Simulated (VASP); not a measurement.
A run of VASP 6.6.1 is set up as follows.

Contents of POSCAR:

```
SiC
1.0
    3.0732893240      0.0000000000      0.0000000000
   -1.5366446620      2.6615466278      0.0000000000
    0.0000000000      0.0000000000      4.8320273514
Si C
2 2
Direct
    0.3333333333      0.6666666667      0.2500000000
    0.6666666667      0.3333333333      0.7500000000
    0.6666666667      0.3333333333      0.2500000000
    0.3333333333      0.6666666667      0.7500000000
```

The input INCAR.step1:

```
PREC = Accurate ; ENCUT = 520
ISMEAR = -1 ; SIGMA = 0.02
LREAL = F ; LASPH = T
NELM = 100 ; NBANDS = 16
GGA = PE ; ALGO = Normal
EDIFF = 1E-4 ; LWAVE = T
LCHARG = F
```

INCAR.step2

```
PREC = Accurate ; ENCUT = 520
EDIFF = 1E-6 ; ISMEAR = -1
SIGMA = 0.02 ; LREAL = F
LASPH = T ; NELM = 100
ALGO = Normal ; ISIF = 2
LWAVE = F ; LCHARG = T
METAGGA = R2SCAN ; LMIXTAU = T
LELF = T ; LVHAR = T
NBANDS = 16 ; ISTART = 1
```

Contents of KPOINTS:

```
Automatic mesh
0
Gamma
  9 9 4
```

Potentials or basis: VASP PAW PBE potentials, release 64 (Si, C).

The run is started by

```bash
$ cat potpaw_PBE.64/Si/POTCAR potpaw_PBE.64/C/POTCAR > POTCAR
$ cp INCAR.step1 INCAR
$ mpirun -np 1 vasp_std > vasp.out
$ cp INCAR.step2 INCAR
$ mpirun -np 1 vasp_std > vasp.out
```

(1) Estimate the band gap on the k mesh.

(2) Estimate the pressure.

Answers

(1) 0.28 eV, indirect (least direct gap 2.44 eV).

(2) 15.2 GPa.

Caveat: the PAW data sets were made with another functional, which shifts forces and pressure a little.
